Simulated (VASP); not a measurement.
Sb, 1 atom in the cell. The structure is cubic, space group Im-3m (No. 229). The conventional cell has a = 3.199 Å, b = 3.199 Å, c = 3.199 Å, α = 90.00°, β = 90.00°, γ = 90.00°. Within 3.7 Å of Sb (site symmetry m-3m) lie 14 Sb at 2.77 to 3.20 Å.  This cell differs from its parent crystal: volume scaled by 0.6.

```yaml
Program: VASP 6.6.1
Task: single point
Functional: PBE
Potentials_or_basis: VASP PAW PBE potentials, release 64 (Sb)
Cutoff: 500 eV
k_mesh: 16 × 16 × 16
Occupations: fermi-dirac, width 0.1 eV
Spin: no spin polarisation
Dipole_correction: no
Further_INCAR_settings: ALGO = Normal; EDIFF = 1e-06; NBANDS = 8
```

Potentials or basis: VASP PAW PBE potentials, release 64 (Sb).

The run is started by

```sh
$ cat potpaw_PBE.64/Sb/POTCAR > POTCAR
$ mpirun -np 1 vasp_std > vasp.out
```

Hardware: 1 thread of Intel(R) Xeon(R) Platinum 8259CL CPU @ 2.50GHz (Skylake/Cascade Lake), with other jobs on the host.

Task: How long does it take, and how much memory?

Result: Run time: 10 s on 1 thread of Intel(R) Xeon(R) Platinum 8259CL CPU @ 2.50GHz (Skylake/Cascade Lake), on a shared host, peak memory 0.13 GiB. Counts: scf iterations 10, k points 145.
